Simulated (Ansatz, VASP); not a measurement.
Ti: VASP beside Ansatz

```xyz
1
Lattice="0.0000 2.0277 2.0277 2.0277 0.0000 2.0277 2.0277 2.0277 0.0000" Properties=species:S:1:pos:R:3 pbc="T T T"
Ti    0.0000    0.0000    0.0000
```

Alike in both runs: functional PBEsol; k mesh 18 × 18 × 18; occupations gaussian, width 0.1 eV; no spin polarisation.

Ansatz relaxed the structure, and its values are those at the end. VASP's run is a single point on that final structure, the one shown.

|  | VASP | Ansatz |
| --- | --- | --- |
| version | VASP 6.6.1 | Ansatz 0.2.0 |
| potentials or method | VASP PAW PBE potentials, release 64 (Ti_sv), cutoff 520 eV | scalar-relativistic, plane waves, PAW |
| valence electrons in the cell | 12 | 12 |

|  | VASP | Ansatz | Ansatz less VASP |
| --- | --- | --- | --- |
| gap on the k mesh at the Fermi level (eV) | none | none | - |
| pressure (GPa) | -0.2 | 0.0 | +0.25 |

VASP's potentials were made for PBE, not for PBEsol, and Ansatz warns of the same on its side. A gap of «none» marks a metal or a gap that the smearing closes. With one functional, cell and mesh, what is left measures potentials, basis and numerics.
